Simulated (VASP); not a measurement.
# CoH (I4mm) in VASP: further runs, part 2 of 2

VASP 6.6.1. The steps go on from the part before.

## (3) Electric field gradients, r2SCAN, collinear spin, ferromagnetic start (shortest bond scaled by 1.12)

Input file POSCAR:

```
CoH
1.0
    0.0000000000      1.8429617100      1.8429617100
    1.8429617100      0.0000000000      1.8429617100
    1.8429617100      1.8429617100      0.0000000000
Co H
1 1
Direct
    0.0300000000      0.0300000000     -0.0300000000
    0.4700000000      0.4700000000      0.5300000000
```

Input file INCAR.step1:

```
PREC = Accurate ; ENCUT = 560
ISMEAR = -1 ; SIGMA = 0.05
LREAL = False ; LASPH = True
NELM = 200 ; ISPIN = 2
MAGMOM = 2 0 ; LMAXMIX = 4
NBANDS = 20 ; GGA = PE
ALGO = Normal ; EDIFF = 1E-5
LWAVE = True ; LCHARG = False
GGA_COMPAT = False
```

Input file INCAR.step2:

```
PREC = Accurate ; ENCUT = 560
EDIFF = 1E-8 ; ISMEAR = -1
SIGMA = 0.05 ; LREAL = False
LASPH = True ; NELM = 200
ALGO = Normal ; ISIF = 2
LWAVE = False ; LCHARG = False
ISPIN = 2 ; MAGMOM = 2 0
LORBIT = 11 ; LMAXMIX = 4
METAGGA = R2SCAN ; LMIXTAU = True
LEFG = True ; NBANDS = 20
ISTART = 1 ; GGA_COMPAT = False
```

Input file KPOINTS:

```
Automatic mesh
0
Gamma
  13 13 13
```

Potentials or basis: VASP PAW PBE potentials, release 64 (Co_sv, H).

Command:

```sh
cat potpaw_PBE.64/Co_sv/POTCAR potpaw_PBE.64/H/POTCAR > POTCAR
cp INCAR.step1 INCAR
mpirun -np 1 vasp_std > vasp.out
cp INCAR.step2 INCAR
mpirun -np 1 vasp_std > vasp.out
```

OUTCAR:

```text
PREC = Accurate
   ENCUT = 560
   EDIFF = 1E-8
   ISMEAR = -1
   LREAL = False
   LASPH = True
   NELM = 200
   ISIF = 2
   ISPIN = 2
   LORBIT = 11
   METAGGA = R2SCAN
   ISTART = 1

 ion  position               nearest neighbor table
   1  0.030  0.030  0.970-   2 1.62
   2  0.470  0.470  0.530-   1 1.62

  LATTYP: Found a face centered cubic cell.
 ALAT       =     3.6859234200

  Lattice vectors:

 A1 = (   0.0000000000,   1.8429617100,   1.8429617100)
 A2 = (   1.8429617100,   0.0000000000,   1.8429617100)
[... 1345 lines left out ...]
   2      -1.455    -1.455     2.909    -0.001    -0.000    -0.000
---------------------------------------------------------------------

 Electric field gradients after diagonalization (V/A^2)
 (convention: |V_zz| > |V_xx| > |V_yy|)
----------------------------------------------------------------------
 ion       V_xx      V_yy      V_zz     asymmetry (V_yy - V_xx)/ V_zz
----------------------------------------------------------------------
   1       4.027     4.019    -8.046       0.001
   2      -1.455    -1.454     2.909       0.000
----------------------------------------------------------------------

           NMR quadrupolar parameters

 Cq : quadrupolar parameter    Cq=e*Q*V_zz/h
 eta: asymmetry parameters     (V_yy - V_xx)/ V_zz
 Q  : nuclear electric quadrupole moment in mb (millibarn)
----------------------------------------------------------------------
 ion       Cq(MHz)       eta       Q (mb)
----------------------------------------------------------------------
   1      -0.019       0.001       1.000
   2       0.007       0.000       1.000
----------------------------------------------------------------------

 total charge

# of ion       s       p       d       tot
------------------------------------------
    1        2.196   6.125   6.812  15.132
    2        0.525   0.045   0.000   0.571
--------------------------------------------------
tot          2.721   6.170   6.812  15.703

 magnetization (x)

# of ion       s       p       d       tot
------------------------------------------
    1       -0.006  -0.009   1.551   1.536
    2       -0.000  -0.006   0.000  -0.006
--------------------------------------------------
tot         -0.006  -0.015   1.551   1.530
```

OSZICAR.step1:

```text
N       E                     dE             d eps       ncg     rms          rms(c)
DAV:   1     0.197592536961E+03    0.19759E+03   -0.92238E+03 19108   0.248E+03
DAV:   2    -0.410375054518E+01   -0.20170E+03   -0.18892E+03 21860   0.590E+02
DAV:   3    -0.116488769644E+02   -0.75451E+01   -0.74489E+01 20644   0.111E+02
DAV:   4    -0.117282989294E+02   -0.79422E-01   -0.79398E-01 19804   0.904E+00
DAV:   5    -0.117305528278E+02   -0.22539E-02   -0.22539E-02 20268   0.151E+00    0.138E+01
DAV:   6    -0.109042048672E+02    0.82635E+00   -0.39020E+00 18580   0.717E+01    0.113E+01
DAV:   7    -0.104069444108E+02    0.49726E+00   -0.96400E-01 18516   0.334E+01    0.350E+00
DAV:   8    -0.103935852112E+02    0.13359E-01   -0.17998E-02 20160   0.228E+00    0.173E+00
DAV:   9    -0.103900828370E+02    0.35024E-02   -0.20520E-03 22196   0.101E+00    0.350E-01
DAV:  10    -0.103899716073E+02    0.11123E-03   -0.57731E-04 21372   0.617E-01    0.877E-02
DAV:  11    -0.103899933405E+02   -0.21733E-04   -0.29316E-05 20416   0.110E-01    0.320E-02
DAV:  12    -0.103899964374E+02   -0.30970E-05   -0.28352E-06  9412   0.359E-02
   1 F= -.10389996E+02 E0= -.10384996E+02  d E =-.100015E-01  mag=     1.1538
```

It took 6.8 min on 1 thread of Intel Xeon Platinum 8124M at 3.00GHz (Skylake/Cascade Lake), shared host; peak memory 0.2 GiB.

Results:

```
Free energy                                           : -16.5312 eV
Pressure                                              : -2.0 GPa
Largest force                                         : 0.617 eV/Å
Net moment                                            : 1.43 μB per cell
Site moments                                          : Co +1.54; H -0.01 μB
Largest electric field gradient by atom               : Co -8.0; H +2.9 V/Å²
Valence electrons inside the program's atomic spheres : Co 15.13; H 0.57
```

Forces on the atoms (eV/Å):
```
Co   0.000  0.000 -0.617
H    0.000  0.000  0.617
```

Electric field gradients, principal values (V/Å²):
| atom | least | middle | greatest (by size) |
| --- | --- | --- | --- |
| 1 Co | 4.019 | 4.027 | -8.046 |
| 2 H | -1.454 | -1.455 | 2.909 |

Caveat: the cell differs from its parent crystal (shortest bond scaled by 1.12); the stress differs along the axes, from -5 to 4 GPa; without QUAD_EFG the Cq values of the log hold for a quadrupole moment of 1 mb, not for the nuclei; the PAW data sets were made with another functional, which shifts forces and pressure a little.
